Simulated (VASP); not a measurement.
# TaN (P6/mmm) in VASP: notebook

The runs below take TaN through single point, with LDA.

Everything below comes from runs of VASP 6.6.1. Logs are shortened: lines on timing, memory, paths and dates and some standing lists are left out, and cuts for length are marked.

## (1) The cell of the first run

The structure is hexagonal, space group P6/mmm (No. 191). The conventional cell has a = 5.191 Å, b = 5.191 Å, c = 2.908 Å, α = 90.00°, β = 90.00°, γ = 120.00°. Ta (site symmetry 6/mmm) has 6 N at 2.60 Å and 14 Ta at 2.91 to 3.33 Å within 3.4 Å. Ta (site symmetry -6m2) has 6 N at 2.09 Å within 2.8 Å. Within 2.8 Å of N (site symmetry mmm) lie 6 Ta at 2.09 to 2.60 Å and 4 N at 2.60 Å.

## (2) Single point, LDA

INCAR

```
PREC = Accurate
ENCUT = 520
EDIFF = 1E-6
ISMEAR = -1
SIGMA = 0.1
LREAL = False
LASPH = True
NELM = 80
ALGO = Normal
ISIF = 2
LWAVE = False
LCHARG = False
NBANDS = 33
```

KPOINTS

```
Automatic mesh
0
Gamma
  5 5 8
```

POSCAR

```
TaN
1.0
    5.1910000000      0.0000000000      0.0000000000
   -2.5955000000      4.4955378710      0.0000000000
    0.0000000000      0.0000000000      2.9080000000
Ta N
3 3
Direct
    0.0000000000      0.0000000000      0.0000000000
    0.3333333333      0.6666666667      0.5000000000
    0.6666666667      0.3333333333      0.5000000000
    0.5000000000      0.0000000000      0.0000000000
    0.0000000000      0.5000000000      0.0000000000
    0.5000000000      0.5000000000      0.0000000000
```

Potentials or basis: VASP PAW LDA potentials, release 64 (Ta_pv, N).

On the command line:

```sh
> cat potpaw_LDA.64/Ta_pv/POTCAR potpaw_LDA.64/N/POTCAR > POTCAR
> mpirun -np 1 vasp_std > vasp.out
```

OUTCAR:

```text
PREC = Accurate
   ENCUT = 520
   EDIFF = 1E-6
   ISMEAR = -1
   LREAL = False
   LASPH = True
   NELM = 80
   ISIF = 2

 ion  position               nearest neighbor table
   1  0.000  0.000  0.000-   5 2.60   6 2.60   5 2.60   6 2.60   4 2.60   4 2.60   3 3.33   3 3.33
                             2 3.33   2 3.33   2 3.33   3 3.33   2 3.33   3 3.33   2 3.33   3 3.33
   2  0.333  0.667  0.500-   4 2.09   4 2.09   5 2.09   5 2.09   6 2.09   6 2.09   3 3.00   3 3.00
                             3 3.00   1 3.33   1 3.33   1 3.33   1 3.33   1 3.33   1 3.33
   3  0.667  0.333  0.500-   4 2.09   4 2.09   5 2.09   5 2.09   6 2.09   6 2.09   2 3.00   2 3.00
                             2 3.00   1 3.33   1 3.33   1 3.33   1 3.33   1 3.33   1 3.33
   4  0.500  0.000  0.000-   2 2.09   3 2.09   2 2.09   3 2.09   1 2.60   1 2.60
   5  0.000  0.500  0.000-   2 2.09   3 2.09   2 2.09   3 2.09   1 2.60   1 2.60
   6  0.500  0.500  0.000-   2 2.09   3 2.09   2 2.09   3 2.09   1 2.60   1 2.60

  LATTYP: Found a hexagonal cell.
 ALAT       =     5.1910000000
 C/A-ratio  =     0.5602003468

  Lattice vectors:

 A1 = (   5.1910000000,   0.0000000000,   0.0000000000)
 A2 = (  -2.5955000000,   4.4955378710,   0.0000000000)
 A3 = (   0.0000000000,   0.0000000000,   2.9080000000)

Analysis of symmetry for initial positions (statically):
=====================================================================
 Subroutine PRICEL returns:
 Original cell was already a primitive cell.

 Routine SETGRP: Setting up the symmetry group for a
 hexagonal supercell.

 Subroutine GETGRP returns: Found 24 space group operations
 (whereof 24 operations were pure point group operations)
 out of a pool of 24 trial point group operations.

The static configuration has the point symmetry D_6h.

Analysis of symmetry for dynamics (positions and initial velocities):
=====================================================================
 Subroutine PRICEL returns:
 Original cell was already a primitive cell.

 Routine SETGRP: Setting up the symmetry group for a
 hexagonal supercell.

 Subroutine GETGRP returns: Found 24 space group operations
 (whereof 24 operations were pure point group operations)
 out of a pool of 24 trial point group operations.

The dynamic configuration has the point symmetry D_6h.

 Subroutine INISYM returns: Found 24 space group operations
 (whereof 24 operations are pure point group operations),
 and found     1 'primitive' translations

----------------------------------------------------------------------------------------
[... 99 lines left out ...]
   NELM   =     80;   NELMIN=  2; NELMDL= -5     # of ELM steps
   EDIFF  = 0.1E-05   stopping-criterion for ELM
   LREAL  =      F    real-space projection
   EDIFFG = 0.1E-04   stopping-criterion for IOM
   NSW    =      0    number of steps for IOM
   IBRION =     -1    ionic relax: 0-MD 1-quasi-New 2-CG
   NFREE  =      0    steps in history (QN), initial steepest desc. (CG)
   ISIF   =      2    stress and relaxation
   ISYM   =      2    0-nonsym 1-usesym 2-fastsym
   POTIM  = 0.5000    time-step for ionic-motion
   TEBEG  =    0.0;   TEEND  =   0.0 temperature during run
   PSTRESS=    0.0 pullay stress
   NELECT =      48.0000    total number of electrons
   NUPDOWN=      -1.0000    fix difference up-down
   EMIN   =  10.00;   EMAX   =-10.00  energy-range for DOS
   EFERMI =   0.00;   METHOD = LEGACY
   ISMEAR =    -1;   SIGMA  =   0.10  broadening in eV -4-tet -1-fermi 0-gaus
   EFERMI_NEDOS =   21; number of points for ismear=-14 and -15
   IALGO  =     38    algorithm
   IMIX   =      4    mixing-type and parameters
     AMIX     =   0.40;   BMIX     =  1.00
     AMIX_MAG =   1.60;   BMIX_MAG =  1.00
  volume/ion in A,a.u.               =      11.31        76.33
  Fermi-wavevector in a.u.,A,eV,Ry     =   1.458634  2.756418 28.947918  2.127612
  Thomas-Fermi vector in A             =   2.575295
   LORBIT       =      0    0 simple, 1 ext, 2 COOP (PROOUT), +10 PAW based schemes
   GGA     = CA    functional components
   LHFCALC =     F    Hartree Fock is set to
   AEXX    =    0.0000 exact exchange contribution
   IVDW    =     0    specifies the selected vdW correction
   LEPSILON=     F    determine dielectric tensor
   LRPA    =     F    only Hartree local field effects (RPA)
 non-spin polarized calculation
  energy-cutoff  :      520.00
  volume of cell :       67.86
 maximum number of plane-waves:      1858
 NGX is ok and might be reduce to    40
   NGX = 19   NGY = 19   NGZ = 11

 number of electron      48.0000007 magnetization

 Free energy of the ion-electron system (eV)
  ---------------------------------------------------
  ext. energy  EPLUGINS =         0.00000000
  ---------------------------------------------------
  free energy    TOTEN  =       -71.35987907 eV

  energy without entropy =      -71.32916831  energy(sigma->0) =      -71.34452369

 E-fermi :   8.0740     XC(G=0): -13.2747

 val. band max:        8.0739754898   @ k =   0.0000   0.0000   0.3750
 cond. band min:       8.0935660684   @ k =   0.2000   0.0000   0.2500
 fundamental gap:      0.0195905785
 Fermi energy:         8.0740138887

 k-point     1 :       0.0000    0.0000    0.0000
  band No.  band energies     occupation
      1     -27.9534      2.00000
      2     -27.9534      2.00000
      3     -27.5538      2.00000
      4     -27.5538      2.00000
      5     -27.3444      2.00000
      6     -27.2056      2.00000
[... 853 lines left out ...]
     32      11.9637      0.00000
     33      13.4078      0.00000

 [... further k-points ...]
[... 5 lines left out ...]
  --------------------------------------------------------------------------------------
  -------------------------------------------------------------------------------------
  Total       -1.2414880     -1.2414880     -2.1513731      0.0000000      0.0000000      0.0000000
  in kB      -29.3106893    -29.3106893    -50.7924582      0.0000000      0.0000000      0.0000000
  external PRESSURE =     -36.4712789 kB  Pullay stress =       0.0000000 kB

 VOLUME and BASIS-vectors are now :
 -----------------------------------------------------------------------------
  energy-cutoff  :      520.00
  volume of cell :       67.86
      direct lattice vectors                 reciprocal lattice vectors
     5.191000000  0.000000000  0.000000000     0.192641110  0.111221396  0.000000000
    -2.595500000  4.495537871  0.000000000     0.000000000  0.222442793  0.000000000
     0.000000000  0.000000000  2.908000000     0.000000000  0.000000000  0.343878955

 POSITION                                       TOTAL-FORCE (eV/Angst)
 -----------------------------------------------------------------------------------
      0.00000      0.00000      0.00000         0.000000      0.000000      0.000000
     -0.00000      2.99703      1.45400         0.000000      0.000000      0.000000
      2.59550      1.49851      1.45400        -0.000000     -0.000000     -0.000000
      2.59550      0.00000      0.00000         0.000000      0.000000      0.000000
     -1.29775      2.24777      0.00000         0.000000      0.000000      0.000000
      1.29775      2.24777      0.00000         0.000000      0.000000      0.000000
 -----------------------------------------------------------------------------------
    total drift:                               -0.000000      0.000000     -0.000000

  FREE ENERGIE OF THE ION-ELECTRON SYSTEM (eV)
  ---------------------------------------------------
  free  energy   TOTEN  =       -71.3598790664 eV

  energy  without entropy=      -71.3291683086  energy(sigma->0) =      -71.34452369
```

OSZICAR:

```text
N       E                     dE             d eps       ncg     rms          rms(c)
DAV:   1     0.435157143739E+03    0.43516E+03   -0.25984E+04  1650   0.152E+03
DAV:   2    -0.534424310365E+02   -0.48860E+03   -0.46590E+03  1894   0.439E+02
DAV:   3    -0.815355694317E+02   -0.28093E+02   -0.27478E+02  2067   0.101E+02
DAV:   4    -0.821063533740E+02   -0.57078E+00   -0.56632E+00  2050   0.137E+01
DAV:   5    -0.821205841248E+02   -0.14231E-01   -0.14214E-01  2163   0.165E+00    0.459E+01
DAV:   6    -0.721277128933E+02    0.99929E+01   -0.49609E+01  1991   0.383E+01    0.199E+01
DAV:   7    -0.715866827972E+02    0.54103E+00   -0.40956E+00  2113   0.144E+01    0.113E+01
DAV:   8    -0.714019513043E+02    0.18473E+00   -0.71010E-01  2065   0.523E+00    0.393E+00
DAV:   9    -0.713614823694E+02    0.40469E-01   -0.97553E-02  2048   0.279E+00    0.455E-01
DAV:  10    -0.713602014738E+02    0.12809E-02   -0.14921E-02  2071   0.648E-01    0.186E-01
DAV:  11    -0.713598975593E+02    0.30391E-03   -0.18797E-03  2067   0.285E-01    0.519E-02
DAV:  12    -0.713598800295E+02    0.17530E-04   -0.15371E-04  2050   0.766E-02    0.203E-02
DAV:  13    -0.713598790664E+02    0.96304E-06   -0.87644E-06  2039   0.196E-02
   1 F= -.71359879E+02 E0= -.71344524E+02  d E =-.307108E-01
```

stdout:

```text
POSCAR found type information on POSCAR TaN
 POSCAR found :  2 types and       6 ions
 scaLAPACK will be used
 LDA part: xc-table for (Slater(with rela. corr.)+CA(PZ))
 , standard interpolation
 POSCAR, INCAR and KPOINTS ok, starting setup
 FFT: planning ... GRIDC
 FFT: planning ... GRID_SOFT
 FFT: planning ... GRID
 WAVECAR not read
 entering main loop
```

Run time: 45 s. Hardware: 1 thread of AMD EPYC 7R13 (Zen 3), shared host; peak memory 0.15 GiB.

Results:

```yaml
Free_energy: -71.3599 eV
Pressure: -3.6 GPa
Band_gap_on_the_k_mesh: zero (band 24 reaches 8.91 eV, above the bottom of band 25 at 6.76 eV)
```

Levels at points of the mesh, in eV from the Fermi level:
```tsv
k point	band 20	band 21	band 22	band 23	band 24	band 25	band 26	band 27	band 28	band 29
(0.00, 0.00, 0.00)	-3.01	-3.01	-2.51	-2.10	-1.32	-1.32	0.75	0.75	1.21	2.15
(0.00, 0.00, 0.50)	-3.75	-3.11	-3.11	-1.93	0.83	0.83	1.49	1.73	2.47	2.47
```

Caveat: spin-orbit coupling is left out, which moves the levels of the heavy elements.

## (3) Single point, LDA

INCAR

```
SYSTEM = TaN
  PREC = Accurate
  ENCUT = 520
  EDIFF = 1E-6
  ISMEAR = -1
  SIGMA = 0.1
  LREAL = .False.
  LASPH = .True.
  NELM = 100
  ALGO = Normal
  ISIF = 2
  LWAVE = .False.
  LCHARG = .False.
  GGA = CA
  NBANDS = 33
```

KPOINTS

```
regular mesh
0
Gamma
  5 5 8
  0 0 0
```

POSCAR is that of step 2.

Potentials or basis: VASP PAW LDA potentials, release 64 (Ta_pv, N).

On the command line:

```sh
> cat potpaw_LDA.64/Ta_pv/POTCAR potpaw_LDA.64/N/POTCAR > POTCAR
> mpirun -np 1 vasp_std > vasp.out
```

OUTCAR:

```text
SYSTEM = TaN
   PREC = Accurate
   ENCUT = 520
   EDIFF = 1E-6
   ISMEAR = -1
   LREAL = .False.
   LASPH = .True.
   NELM = 100
   ISIF = 2
   GGA = CA

 ion  position               nearest neighbor table
   1  0.000  0.000  0.000-   5 2.60   6 2.60   5 2.60   6 2.60   4 2.60   4 2.60   3 3.33   3 3.33
                             2 3.33   2 3.33   2 3.33   3 3.33   2 3.33   3 3.33   2 3.33   3 3.33
   2  0.333  0.667  0.500-   4 2.09   4 2.09   5 2.09   5 2.09   6 2.09   6 2.09   3 3.00   3 3.00
                             3 3.00   1 3.33   1 3.33   1 3.33   1 3.33   1 3.33   1 3.33
[... 1076 lines left out ...]
  Total       -1.2414880     -1.2414880     -2.1513731      0.0000000      0.0000000      0.0000000
  in kB      -29.3106893    -29.3106893    -50.7924582      0.0000000      0.0000000      0.0000000
  external PRESSURE =     -36.4712789 kB  Pullay stress =       0.0000000 kB

 VOLUME and BASIS-vectors are now :
 -----------------------------------------------------------------------------
  energy-cutoff  :      520.00
  volume of cell :       67.86
      direct lattice vectors                 reciprocal lattice vectors
     5.191000000  0.000000000  0.000000000     0.192641110  0.111221396  0.000000000
    -2.595500000  4.495537871  0.000000000     0.000000000  0.222442793  0.000000000
     0.000000000  0.000000000  2.908000000     0.000000000  0.000000000  0.343878955

 POSITION                                       TOTAL-FORCE (eV/Angst)
 -----------------------------------------------------------------------------------
      0.00000      0.00000      0.00000         0.000000      0.000000      0.000000
     -0.00000      2.99703      1.45400         0.000000      0.000000      0.000000
      2.59550      1.49851      1.45400        -0.000000     -0.000000     -0.000000
      2.59550      0.00000      0.00000         0.000000      0.000000      0.000000
     -1.29775      2.24777      0.00000         0.000000      0.000000      0.000000
      1.29775      2.24777      0.00000         0.000000      0.000000      0.000000
 -----------------------------------------------------------------------------------
    total drift:                               -0.000000      0.000000     -0.000000

  FREE ENERGIE OF THE ION-ELECTRON SYSTEM (eV)
  ---------------------------------------------------
  free  energy   TOTEN  =       -71.3598790664 eV

  energy  without entropy=      -71.3291683086  energy(sigma->0) =      -71.34452369
```

OSZICAR:

```text
N       E                     dE             d eps       ncg     rms          rms(c)
DAV:   1     0.435157143739E+03    0.43516E+03   -0.25984E+04  1650   0.152E+03
DAV:   2    -0.534424310365E+02   -0.48860E+03   -0.46590E+03  1894   0.439E+02
DAV:   3    -0.815355694317E+02   -0.28093E+02   -0.27478E+02  2067   0.101E+02
DAV:   4    -0.821063533740E+02   -0.57078E+00   -0.56632E+00  2050   0.137E+01
DAV:   5    -0.821205841248E+02   -0.14231E-01   -0.14214E-01  2163   0.165E+00    0.459E+01
DAV:   6    -0.721277128933E+02    0.99929E+01   -0.49609E+01  1991   0.383E+01    0.199E+01
DAV:   7    -0.715866827972E+02    0.54103E+00   -0.40956E+00  2113   0.144E+01    0.113E+01
DAV:   8    -0.714019513043E+02    0.18473E+00   -0.71010E-01  2065   0.523E+00    0.393E+00
DAV:   9    -0.713614823694E+02    0.40469E-01   -0.97553E-02  2048   0.279E+00    0.455E-01
DAV:  10    -0.713602014738E+02    0.12809E-02   -0.14921E-02  2071   0.648E-01    0.186E-01
DAV:  11    -0.713598975593E+02    0.30391E-03   -0.18797E-03  2067   0.285E-01    0.519E-02
DAV:  12    -0.713598800295E+02    0.17530E-04   -0.15371E-04  2050   0.766E-02    0.203E-02
DAV:  13    -0.713598790664E+02    0.96304E-06   -0.87644E-06  2039   0.196E-02
   1 F= -.71359879E+02 E0= -.71344524E+02  d E =-.307108E-01
```

It took 45 s on 1 thread of AMD EPYC 7R13 (Zen 3), shared host; peak memory 0.15 GiB.

What came out:

```
Free energy            : -71.3599 eV
Pressure               : -3.6 GPa
Band gap on the k mesh : zero (band 24 reaches 8.91 eV, above the bottom of band 25 at 6.76 eV)
```

Stress tensor (GPa, compression positive):
```
-2.93  0.00  0.00
 0.00 -2.93  0.00
 0.00  0.00 -5.08
```

Levels at points of the mesh, in eV from the Fermi level:
```csv
k point,band 22,band 23,band 24,band 25,band 26,band 27
"(0.00, 0.00, 0.00)",-2.51,-2.10,-1.32,-1.32,0.75,0.75
"(0.00, 0.00, 0.50)",-3.11,-1.93,0.83,0.83,1.49,1.73
```

Caveat: spin-orbit coupling is left out, which moves the levels of the heavy elements.

## (4) Single point, LDA

INCAR

```
PREC = Accurate
ENCUT = 600
EDIFF = 1E-6
ISMEAR = -1
SIGMA = 0.1
LREAL = False
LASPH = True
NELM = 120
ALGO = Normal
ISIF = 2
LWAVE = False
LCHARG = False
NBANDS = 36
GGA_COMPAT = False
```

KPOINTS

```
Automatic mesh
0
Gamma
  5 5 8
```

POSCAR is that of step 3.

Potentials or basis: VASP PAW LDA potentials, release 64 (Ta_sv_GW, N).

On the command line:

```sh
> cat potpaw_LDA.64/Ta_sv_GW/POTCAR potpaw_LDA.64/N/POTCAR > POTCAR
> mpirun -np 1 vasp_std > vasp.out
```

It took 98 s on 1 thread of Intel Xeon Platinum 8375C at 2.90GHz (Ice Lake), shared host; peak memory 0.2 GiB.

Results (log left out):

```yaml
Free_energy: -78.9129 eV
Pressure: -4.3 GPa
Band_gap_on_the_k_mesh: zero (band 27 reaches 12.74 eV, above the bottom of band 28 at 10.60 eV)
```

Stress tensor (GPa, compression positive):
```
-3.59  0.00  0.00
 0.00 -3.59  0.00
 0.00  0.00 -5.85
```

Levels at points of the mesh, in eV from the Fermi level:
```csv
k point,band 25,band 26,band 27,band 28,band 29,band 30
"(0.00, 0.00, 0.00)",-2.51,-2.10,-1.31,-1.31,0.75,0.75
"(0.00, 0.00, 0.50)",-3.11,-1.94,0.83,0.83,1.48,1.72
```

Caveat: spin-orbit coupling is left out, which moves the levels of the heavy elements.

## (5) Single point, LDA

INCAR

```
SYSTEM = TaN
  PREC = Accurate
  ENCUT = 600
  EDIFF = 1E-6
  ISMEAR = -1
  SIGMA = 0.1
  LREAL = .False.
  LASPH = .True.
  NELM = 120
  ALGO = Normal
  ISIF = 2
  LWAVE = .False.
  LCHARG = .False.
  GGA = CA
  NBANDS = 36
  GGA_COMPAT = .False.
```

KPOINTS

```
regular mesh
0
Gamma
  5 5 8
  0 0 0
```

POSCAR is that of step 4.

On the command line:

```sh
> cat potpaw_LDA.64/Ta_sv_GW/POTCAR potpaw_LDA.64/N/POTCAR > POTCAR
> mpirun -np 1 vasp_std > vasp.out
```

Wall time 1.7 min (1 thread of Intel Xeon Platinum 8488C (Sapphire Rapids), shared host); peak memory 0.2 GiB.

Results (log left out):

```
Free energy            : -78.9129 eV
Pressure               : -4.3 GPa
Band gap on the k mesh : zero (band 27 reaches 12.74 eV, above the bottom of band 28 at 10.60 eV)
```

Stress tensor (GPa, compression positive):
```
-3.59  0.00  0.00
 0.00 -3.59  0.00
 0.00  0.00 -5.85
```

Levels at points of the mesh, in eV from the Fermi level:
| k point | band 23 | band 24 | band 25 | band 26 | band 27 | band 28 | band 29 | band 30 | band 31 | band 32 |
| --- | --- | --- | --- | --- | --- | --- | --- | --- | --- | --- |
| (0.00, 0.00, 0.00) | -3.02 | -3.02 | -2.51 | -2.10 | -1.31 | -1.31 | 0.75 | 0.75 | 1.20 | 2.15 |
| (0.00, 0.00, 0.50) | -3.74 | -3.11 | -3.11 | -1.94 | 0.83 | 0.83 | 1.48 | 1.72 | 2.47 | 2.47 |

Caveat: spin-orbit coupling is left out, which moves the levels of the heavy elements.
